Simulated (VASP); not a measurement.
Runs of VASP 6.6.1 on SnO. The structure is tetragonal, space group P4/nmm (No. 129). Conventional cell: a = 3.799 Å, b = 3.799 Å, c = 4.841 Å, α = 90.00°, β = 90.00°, γ = 90.00°. Within 2.9 Å of Sn (site symmetry 4mm) lie 4 O at 2.22 Å. Within 2.9 Å of O (site symmetry -4m2) lie 4 Sn at 2.22 Å and 4 O at 2.69 Å. 

| k mesh | gap on the mesh (eV) | pressure (GPa) | largest force (eV/Å) |
| --- | --- | --- | --- |
| 6 × 6 × 6 | 0.13 | -1.9 | 0.01 |
| 6 × 6 × 4 | 0.13 | -1.9 | 0.01 |
| 4 × 4 × 4 | 0.13 | -1.9 | - |
| 8 × 8 × 6 | (a) | -1.9 | - |
| 2 × 2 × 2 | 0.08 | -2.6 | 0.30 |
| 4 × 4 × 2 | 0.13 | -1.8 | 0.04 |

Alike in all rows: task single point; level LDA; potentials or basis VASP PAW LDA potentials, release 64 (Sn_d, O); no spin polarisation; cell as given; cutoff (eV) 520; smearing gaussian 0.01 eV.

Problem. Fill in the values left out.

Solution. (a) 0.12.

Caveats: some runs use coarse meshes; spin-orbit coupling is left out, which moves the levels of the heavy elements.

A k mesh can miss the band edges, and the runs leave out spin-orbit coupling on Sn.
